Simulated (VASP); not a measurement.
A run of VASP 6.6.1 is set up as follows.

INCAR

```
PREC = Accurate
ENCUT = 520
EDIFF = 1E-7
ISMEAR = 0
SIGMA = 0.05
LREAL = False
LASPH = True
NELM = 80
ALGO = Normal
ISIF = 2
LWAVE = False
LCHARG = False
GGA = PE
NBANDS = 17
```

KPOINTS

```
Automatic mesh
0
Gamma
  10 10 10
```

POSCAR

```
SnSe
1.0
   -0.0020769000      3.1310020000      3.1226643000
    3.1393999000     -0.0151102000      3.1356976000
    3.1413564000      3.1459918000     -0.0170667000
Sn Se
1 1
Direct
    0.0521478405      0.0292342193     -0.0381810631
    0.4478521595      0.4707657807      0.5381810631
```

Potentials or basis: VASP PAW PBE potentials, release 64 (Sn_d, Se).

Launch:

```sh
$ cat potpaw_PBE.64/Sn_d/POTCAR potpaw_PBE.64/Se/POTCAR > POTCAR
$ mpirun -np 1 vasp_std > vasp.out
```

Question: Predict the pressure.

Answer: -1.0 GPa.

Question: Estimate the largest force.

Answer: 0.713 eV/Å.

Stress tensor (GPa, compression positive):
```
-2.82 -0.03 -0.16
-0.03 -2.81  0.33
-0.16  0.33  2.71
```

Caveat: the cell differs from its parent crystal (atoms moved at random and the cell strained at random); the stress differs along the axes, from -3 to 3 GPa.
